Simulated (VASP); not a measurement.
# Rh (Immm) in VASP: further runs, part 2 of 2

VASP 6.6.1. The steps go on from the part before.

**3. Single point, PBEsol (uniaxial strain along a: +1.0 %, then relaxed in part)**

Input file INCAR:

```
SYSTEM = Rh
PREC = Accurate ; ENCUT = 520
EDIFF = 1E-6 ; ISMEAR = 0
SIGMA = 0.1 ; LREAL = .False.
LASPH = .True. ; NELM = 100
ALGO = Fast ; ISIF = 2
LWAVE = .False. ; LCHARG = .False.
GGA = PS ; NBANDS = 22
```

Input file KPOINTS:

```
regular mesh
0
Gamma
  20 20 14
  0 0 0
```

Input file POSCAR:

```
Rh
1.0
    1.9089012996      1.9089012996      0.0000000000
   -1.8879237916      1.8879237916      0.0000000000
    0.0000000000      0.0000000000      3.7661384748
Rh
2
Direct
    0.0000000000      0.0000000000      0.0000000000
    0.5000000000      0.5000000000      0.5000000000
```

Potentials or basis: VASP PAW PBE potentials, release 64 (Rh_pv).

The run is started by

```console
$ cat potpaw_PBE.64/Rh_pv/POTCAR > POTCAR
$ mpirun -np 1 vasp_std > vasp.out
```

It took 3.5 min on 1 thread of AMD EPYC 9R45 (Zen 5), shared host; peak memory 0.48 GiB.

It converged, with:

```yaml
Free_energy: -16.2785 eV
Pressure: -1.6 GPa
Band_gap_on_the_k_mesh: zero (bands 15 and 16 overlap by 2.53 eV)
```

Stress tensor (GPa, compression positive):
```
-2.32 -2.20  0.00
-2.20 -2.32  0.00
 0.00  0.00 -0.12
```

Levels at points of the mesh, in eV from the Fermi level:
```
           k point  band 11  band 12  band 13  band 14  band 15  band 16  band 17  band 18  band 19  band 20
(0.00, 0.00, 0.00)    -3.11    -3.10    -1.05    -0.94     0.57     1.02     1.03     3.32    12.55    13.00
(0.50, 0.00, 0.00)    -3.60    -3.60    -1.88    -1.88    -1.12    -1.12     2.95     2.95    13.42    13.42
(0.00, 0.50, 0.00)    -3.53    -3.53    -2.02    -2.02    -1.17    -1.17     3.15     3.15    13.52    13.52
(0.50, 0.50, 0.00)     0.57     0.57     0.98     0.98     1.05     1.05     3.14     3.14    12.32    12.32
(0.00, 0.00, 0.50)    -1.93    -1.93    -1.57    -1.57    -1.48    -1.48    -0.29    -0.29    18.45    18.45
(0.50, 0.00, 0.50)    -3.21    -3.21     0.53     0.53     0.59     0.59     0.64     0.64     8.64     8.64
(0.00, 0.50, 0.50)    -3.13    -3.13     0.60     0.60     0.62     0.62     0.70     0.70     8.81     8.81
(0.50, 0.50, 0.50)    -3.86    -3.86    -1.22    -1.22     0.98     0.98     9.66     9.66     9.69     9.69
```

Caveat: the cell differs from its parent crystal (uniaxial strain along a: +1.0 %, then relaxed in part); the PAW data sets were made with another functional, which shifts forces and pressure a little.

**4. Single point, PBEsol (uniaxial strain along a: +1.0 %)**

Input file INCAR:

```
SYSTEM = Rh
ALGO = Fast
EDIFF = 1E-7
ENCUT = 520
GGA = PS
ISIF = 2
ISMEAR = 0
LASPH = .True.
LCHARG = .False.
LREAL = .False.
LWAVE = .False.
NBANDS = 22
NELM = 100
PREC = Accurate
SIGMA = 0.1
```

Input file KPOINTS:

```
k-points
0
Gamma
  20 20 14
  0 0 0
```

Input file POSCAR:

```
Rh
1.0
    1.9089012996      1.9089012996      0.0000000000
   -1.8852762835      1.8852762835      0.0000000000
    0.0000000000      0.0000000000      3.7705525671
Rh
2
Direct
    0.0000000000      0.0000000000      0.0000000000
    0.5000000000      0.5000000000      0.5000000000
```

Potentials or basis: VASP PAW PBE potentials, release 64 (Rh_pv).

The run is started by

```console
$ cat potpaw_PBE.64/Rh_pv/POTCAR > POTCAR
$ mpirun -np 1 vasp_std > vasp.out
```

OUTCAR:

```text
SYSTEM = Rh
   EDIFF = 1E-7
   ENCUT = 520
   GGA = PS
   ISIF = 2
   ISMEAR = 0
   LASPH = .True.
   LREAL = .False.
   NELM = 100
   PREC = Accurate

 ion  position               nearest neighbor table
   1  0.000  0.000  0.000-   2 2.67   2 2.67   2 2.67   2 2.67   2 2.67   2 2.67   2 2.67   2 2.67

   2  0.500  0.500  0.500-   1 2.67   1 2.67   1 2.67   1 2.67   1 2.67   1 2.67   1 2.67   1 2.67

  LATTYP: Found a simple orthorhombic cell.
 ALAT       =     2.6661832889
 B/A-ratio  =     1.0125313283
 C/A-ratio  =     1.4142135624
[... 814 lines left out ...]

  FORCE on cell =-STRESS in cart. coord.  units (eV):
  Direction    XX          YY          ZZ          XY          YZ          ZX
  --------------------------------------------------------------------------------------
  -------------------------------------------------------------------------------------
  Total       -0.3368583     -0.3368583     -0.0477793     -0.4229186      0.0000000      0.0000000
  in kB      -19.8867776    -19.8867776     -2.8206994    -24.9674330      0.0000000      0.0000000
  external PRESSURE =     -14.1980849 kB  Pullay stress =       0.0000000 kB

 VOLUME and BASIS-vectors are now :
 -----------------------------------------------------------------------------
  energy-cutoff  :      520.00
  volume of cell :       27.14
      direct lattice vectors                 reciprocal lattice vectors
     1.908901300  1.908901300  0.000000000     0.261930777  0.261930777  0.000000000
    -1.885276284  1.885276284  0.000000000    -0.265213117  0.265213117  0.000000000
     0.000000000  0.000000000  3.770552567     0.000000000  0.000000000  0.265213117

 POSITION                                       TOTAL-FORCE (eV/Angst)
 -----------------------------------------------------------------------------------
      0.00000      0.00000      0.00000        -0.000000     -0.000000      0.000000
      0.01181      1.89709      1.88528         0.000000      0.000000      0.000000
 -----------------------------------------------------------------------------------
    total drift:                               -0.000000      0.000000      0.000000

  FREE ENERGIE OF THE ION-ELECTRON SYSTEM (eV)
  ---------------------------------------------------
  free  energy   TOTEN  =       -16.2783834689 eV

  energy  without entropy=      -16.2658970652  energy(sigma->0) =      -16.27214027
```

stdout:

```text
POSCAR found type information on POSCAR Rh
 POSCAR found :  1 types and       2 ions
 scaLAPACK will be used
 -----------------------------------------------------------------------------
|                                                                             |
|                                                                             |
|     You enforced a specific xc type in the INCAR file but a different       |
|     I HOPE YOU KNOW WHAT YOU ARE DOING!                                     |
|                                                                             |
 -----------------------------------------------------------------------------

 LDA part: xc-table for (Slater+PW92), standard interpolation
 POSCAR, INCAR and KPOINTS ok, starting setup
 FFT: planning ... GRIDC
 FFT: planning ... GRID_SOFT
 FFT: planning ... GRID
 WAVECAR not read
 entering main loop
WARNING in EDDRMM: call to ZHEGV failed, returncode =   6  3     22
WARNING in EDDRMM: call to ZHEGV failed, returncode =   6  3     22
WARNING in EDDRMM: call to ZHEGV failed, returncode =   8  4     22
```

Run time: 4.1 min. Hardware: 1 thread of AMD EPYC 9R45 (Zen 5), shared host; peak memory 0.48 GiB.

Results:

```yaml
Free_energy: -16.2784 eV
Pressure: -1.4 GPa
Band_gap_on_the_k_mesh: zero (bands 15 and 16 overlap by 2.51 eV)
```

Stress tensor (GPa, compression positive):
```
-1.99 -2.50  0.00
-2.50 -1.99  0.00
 0.00  0.00 -0.28
```

Caveat: the cell differs from its parent crystal (uniaxial strain along a: +1.0 %); the PAW data sets were made with another functional, which shifts forces and pressure a little.

**5. Summary**

```csv
cell,further INCAR settings,gap on the mesh (eV),pressure (GPa)
"a = 2.646, b = 2.680, c = 3.789 Å, 2 atoms",ALGO = Fast; EDIFF = 1e-06; NBANDS = 22,none,1.4
"a = 2.700, b = 2.670, c = 3.766 Å, 2 atoms",ALGO = Fast; EDIFF = 1e-06; NBANDS = 22,none,-1.6
"a = 2.700, b = 2.666, c = 3.771 Å, 2 atoms",ALGO = Fast; EDIFF = 1e-07; NBANDS = 22,none,-1.4
```

Alike in all rows: task single point; level PBEsol; potentials or basis VASP PAW PBE potentials, release 64 (Rh_pv); no spin polarisation; k mesh 20 × 20 × 14; cutoff (eV) 520; smearing gaussian 0.1 eV.

Caveats: the PAW data sets were made with another functional, which shifts forces and pressure a little.

Absolute energies hang on the potentials; compare differences alone.
